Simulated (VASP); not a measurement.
# NdZrS2 (P-6m2) in VASP: a series of runs, part 2 of 2

VASP 6.6.1. The steps go on from the part before.

### Step 4. Single point, PBE

This run uses another cell than the first one, of 20.80 Å³/atom.

Contents of INCAR:

```
SYSTEM = NdZrS2
ALGO = Normal
EDIFF = 1E-6
ENCUT = 500
GGA = PE
GGA_COMPAT = .FALSE.
ISIF = 2
ISMEAR = 0
LASPH = .TRUE.
LCHARG = .TRUE.
LELF = .TRUE.
LMAXMIX = 6
LREAL = .FALSE.
LVHAR = .TRUE.
LWAVE = .FALSE.
NBANDS = 26
NELM = 200
PREC = Accurate
SIGMA = 0.1
```

Contents of KPOINTS:

```
k-points
0
G
  12 12 6
  0 0 0
```

Contents of POSCAR:

```
NdZrS2
1.0
    3.6252981521      0.0000000000      0.0000000000
   -1.8126490760      3.1396002960      0.0000000000
    0.0000000000      0.0000000000      7.3102500088
Nd Zr S
1 1 2
Direct
    0.6666666667      0.3333333333      0.5000000000
    0.6666666667      0.3333333333      0.0000000000
    0.3333333333      0.6666666667      0.2229954587
    0.3333333333      0.6666666667      0.7770045413
```

Potentials or basis: VASP PAW PBE potentials, release 64 (Nd_3, Zr_sv, S), 4f in core.

Command:

```console
$ cat potpaw_PBE.64/Nd_3/POTCAR potpaw_PBE.64/Zr_sv/POTCAR potpaw_PBE.64/S/POTCAR > POTCAR
$ mpirun -np 1 vasp_std > vasp.out
```

OUTCAR:

```text
SYSTEM = NdZrS2
   EDIFF = 1E-6
   ENCUT = 500
   GGA = PE
   ISIF = 2
   ISMEAR = 0
   LASPH = .TRUE.
   LREAL = .FALSE.
   NELM = 200
   PREC = Accurate

 ion  position               nearest neighbor table
   1  0.667  0.333  0.500-   3 2.91   4 2.91   3 2.91   4 2.91   3 2.91   4 2.91   2 3.66   2 3.66

   2  0.667  0.333  0.000-   3 2.65   4 2.65   3 2.65   4 2.65   3 2.65   4 2.65   1 3.66   1 3.66

   3  0.333  0.667  0.223-   2 2.65   2 2.65   2 2.65   1 2.91   1 2.91   1 2.91
   4  0.333  0.667  0.777-   2 2.65   2 2.65   2 2.65   1 2.91   1 2.91   1 2.91

  LATTYP: Found a hexagonal cell.
 ALAT       =     3.6252981521
 C/A-ratio  =     2.0164548410

  Lattice vectors:

 A1 = (   3.6252981521,   0.0000000000,   0.0000000000)
 A2 = (  -1.8126490760,   3.1396002960,   0.0000000000)
 A3 = (   0.0000000000,   0.0000000000,   7.3102500088)

Analysis of symmetry for initial positions (statically):
=====================================================================
 Subroutine PRICEL returns:
 Original cell was already a primitive cell.

 Routine SETGRP: Setting up the symmetry group for a
 hexagonal supercell.

 Subroutine GETGRP returns: Found 12 space group operations
 (whereof 12 operations were pure point group operations)
 out of a pool of 24 trial point group operations.

The static configuration has the point symmetry D_3h.

Analysis of symmetry for dynamics (positions and initial velocities):
=====================================================================
 Subroutine PRICEL returns:
 Original cell was already a primitive cell.

 Routine SETGRP: Setting up the symmetry group for a
 hexagonal supercell.

 Subroutine GETGRP returns: Found 12 space group operations
 (whereof 12 operations were pure point group operations)
[... 122 lines left out ...]
   EFERMI_NEDOS =   21; number of points for ismear=-14 and -15
   IALGO  =     38    algorithm
   IMIX   =      4    mixing-type and parameters
     AMIX     =   0.40;   BMIX     =  1.00
     AMIX_MAG =   1.60;   BMIX_MAG =  1.00
  volume/ion in A,a.u.               =      20.80       140.37
  Fermi-wavevector in a.u.,A,eV,Ry     =   1.226631  2.317997 20.471660  1.504625
  Thomas-Fermi vector in A             =   2.361625
   LORBIT       =      0    0 simple, 1 ext, 2 COOP (PROOUT), +10 PAW based schemes
   GGA     = PE    functional components
   LHFCALC =     F    Hartree Fock is set to
   AEXX    =    0.0000 exact exchange contribution
   IVDW    =     0    specifies the selected vdW correction
   LEPSILON=     F    determine dielectric tensor
   LRPA    =     F    only Hartree local field effects (RPA)
 non-spin polarized calculation
 Gauss-broadening in eV      SIGMA  =   0.10
  energy-cutoff  :      500.00
  volume of cell :       83.21
 maximum number of plane-waves:      2140
 NGX is ok and might be reduce to    28
   NGX = 13   NGY = 13   NGZ = 27

 number of electron      34.9999999 magnetization

 Free energy of the ion-electron system (eV)
  ---------------------------------------------------
  ext. energy  EPLUGINS =         0.00000000
  ---------------------------------------------------
  free energy    TOTEN  =       -28.22859979 eV

  energy without entropy =      -28.21135394  energy(sigma->0) =      -28.21997687

 E-fermi :   7.4320     XC(G=0): -10.7698

 val. band max:        7.4280574146   @ k =   0.2500   0.1667   0.1667
 cond. band min:       7.4416277230   @ k =   0.0833   0.0000   0.5000
 fundamental gap:      0.0135703084
 Fermi energy:         7.4320137402

 k-point     1 :       0.0000    0.0000    0.0000
  band No.  band energies     occupation
      1     -41.8960      2.00000
      2     -30.5257      2.00000
      3     -20.0306      2.00000
      4     -19.8268      2.00000
      5     -19.8268      2.00000
      6     -12.0324      2.00000
[... 685 lines left out ...]
     25      11.6681      0.00000
     26      12.3996      0.00000

 [... further k-points ...]

------------------------ aborting loop because EDIFF is reached ----------------------------------------

  FORCE on cell =-STRESS in cart. coord.  units (eV):
  Direction    XX          YY          ZZ          XY          YZ          ZX
  --------------------------------------------------------------------------------------
  -------------------------------------------------------------------------------------
  Total        0.0325373      0.0325373      0.0597139      0.0000000      0.0000000     -0.0000000
  in kB        0.6265296      0.6265296      1.1498357      0.0000000      0.0000000     -0.0000000
  external PRESSURE =       0.8009649 kB  Pullay stress =       0.0000000 kB

 VOLUME and BASIS-vectors are now :
 -----------------------------------------------------------------------------
  energy-cutoff  :      500.00
  volume of cell :       83.21
      direct lattice vectors                 reciprocal lattice vectors
     3.625298152  0.000000000  0.000000000     0.275839381  0.159255941  0.000000000
    -1.812649076  3.139600296  0.000000000     0.000000000  0.318511882  0.000000000
     0.000000000  0.000000000  7.310250009     0.000000000  0.000000000  0.136794227

 POSITION                                       TOTAL-FORCE (eV/Angst)
 -----------------------------------------------------------------------------------
      1.81265      1.04653      3.65513         0.000000      0.000000      0.000000
      1.81265      1.04653      0.00000         0.000000      0.000000      0.000000
     -0.00000      2.09307      1.63015        -0.000000     -0.000000      0.002568
     -0.00000      2.09307      5.68010        -0.000000     -0.000000     -0.002568
 -----------------------------------------------------------------------------------
    total drift:                               -0.000000      0.000000      0.000000

  FREE ENERGIE OF THE ION-ELECTRON SYSTEM (eV)
  ---------------------------------------------------
  free  energy   TOTEN  =       -28.2285997938 eV

  energy  without entropy=      -28.2113539404  energy(sigma->0) =      -28.21997687
```

Run time: 94 s. Hardware: 1 thread of Intel Xeon Platinum 8559C (Emerald Rapids), shared host; peak memory 0.3 GiB.

What came out:

| Quantity | Value |
| --- | --- |
| Free energy | -28.2286 eV |
| Pressure | 0.1 GPa |
| Band gap on the k mesh | zero (an odd number of electrons rules out a gap without spin polarisation) |

Forces in eV/Å, atoms in the order of the input:
```
Nd   0.000  0.000  0.000
Zr   0.000  0.000  0.000
S    0.000  0.000  0.003
S    0.000  0.000 -0.003
```

Levels at points of the mesh, in eV from the Fermi level:
| k point | band 15 | band 16 | band 17 | band 18 | band 19 | band 20 | band 21 | band 22 |
| --- | --- | --- | --- | --- | --- | --- | --- | --- |
| (0.00, 0.00, 0.00) | -3.00 | -2.68 | -1.88 | 0.70 | 0.70 | 1.73 | 2.01 | 2.01 |
| (0.50, 0.00, 0.00) | -3.95 | -3.01 | -1.53 | 0.05 | 2.19 | 2.89 | 2.95 | 3.04 |
| (0.00, 0.00, 0.50) | -3.01 | -3.01 | 0.10 | 0.38 | 0.92 | 0.92 | 1.19 | 1.19 |
| (0.50, 0.00, 0.50) | -3.81 | -3.54 | -0.61 | -0.30 | 1.91 | 2.06 | 2.62 | 3.38 |

Caveat: spin-orbit coupling is left out, which moves the levels of the heavy elements; the 4f electrons are frozen in the core, so they carry no moment and show no levels; the run has no spin polarisation, though such a crystal can be magnetic. Spin polarisation is off, so any magnetic state and its effect on volume and gap are missing.

### Step 5. Single point, PBE

This run uses another cell than the first one, of 20.81 Å³/atom.

Contents of INCAR:

```
PREC = Accurate ; ENCUT = 500
EDIFF = 1E-6 ; ISMEAR = 0
SIGMA = 0.1 ; LREAL = False
LASPH = True ; NELM = 200
ALGO = Normal ; ISIF = 2
LWAVE = False ; LCHARG = True
GGA = PE ; LELF = True
LVHAR = True ; NBANDS = 26
GGA_COMPAT = False ; LMAXMIX = 6
```

Contents of KPOINTS:

```
Automatic mesh
0
Gamma
  12 12 6
```

Contents of POSCAR:

```
NdZrS2
1.0
    3.6262103527      0.0000000000      0.0000000000
   -1.8131051763      3.1403902849      0.0000000000
    0.0000000000      0.0000000000      7.3092275676
Nd Zr S
1 1 2
Direct
    0.6666666667      0.3333333333      0.5000000000
    0.6666666667      0.3333333333      0.0000000000
    0.3333333333      0.6666666667      0.2229939308
    0.3333333333      0.6666666667      0.7770060692
```

Command:

```console
$ cat potpaw_PBE.64/Nd_3/POTCAR potpaw_PBE.64/Zr_sv/POTCAR potpaw_PBE.64/S/POTCAR > POTCAR
$ mpirun -np 1 vasp_std > vasp.out
```

Wall time 98 s (1 thread of Intel Xeon Platinum 8559C (Emerald Rapids), shared host); peak memory 0.3 GiB.

It converged, with:

```yaml
Free_energy: -28.2286 eV
Pressure: 0.0 GPa
Largest_force: 0.003 eV/Å
Band_gap_on_the_k_mesh: zero (an odd number of electrons rules out a gap without spin polarisation)
```

Forces in eV/Å, atoms in the order of the input:
```
Nd   0.000  0.000  0.000
Zr   0.000  0.000  0.000
S    0.000  0.000  0.003
S    0.000  0.000 -0.003
```

Stress tensor (GPa, compression positive):
```
0.02 0.00 0.00
0.00 0.02 0.00
0.00 0.00 0.11
```

Levels at points of the mesh, in eV from the Fermi level:
```tsv
k point	band 16	band 17	band 18	band 19	band 20	band 21
(0.00, 0.00, 0.00)	-2.68	-1.88	0.70	0.70	1.73	2.01
(0.50, 0.00, 0.00)	-3.01	-1.53	0.05	2.19	2.89	2.95
(0.00, 0.00, 0.50)	-3.01	0.10	0.38	0.92	0.92	1.19
(0.50, 0.00, 0.50)	-3.54	-0.61	-0.30	1.91	2.06	2.62
```

Caveat: spin-orbit coupling is left out, which moves the levels of the heavy elements; the 4f electrons are frozen in the core, so they carry no moment and show no levels; the run has no spin polarisation, though such a crystal can be magnetic.

### Step 6. Summary

| cell | gap on the mesh (eV) | pressure (GPa) |
| --- | --- | --- |
| a = 3.584, b = 3.584, c = 7.258 Å, angles 90.0, 90.0, 120.0°, 4 atoms, atomic positions A | none | 3.3 |
| a = 3.626, b = 3.626, c = 7.309 Å, angles 90.0, 90.0, 120.0°, 4 atoms, atomic positions B | none | 0.0 |
| a = 3.625, b = 3.625, c = 7.310 Å, angles 90.0, 90.0, 120.0°, 4 atoms, atomic positions B | none | 0.1 |

Alike in all rows: task single point; level PBE; potentials or basis VASP PAW PBE potentials, release 64 (Nd_3, Zr_sv, S), 4f in core; no spin polarisation; k mesh 12 × 12 × 6; cutoff (eV) 500; smearing gaussian 0.1 eV.

Caveats: spin-orbit coupling is left out, which moves the levels of the heavy elements; the 4f electrons are frozen in the core, so they carry no moment and show no levels; the run has no spin polarisation, though such a crystal can be magnetic; the cell stands under pressure (at least some runs).

Absolute energies hang on the potentials; compare differences alone.
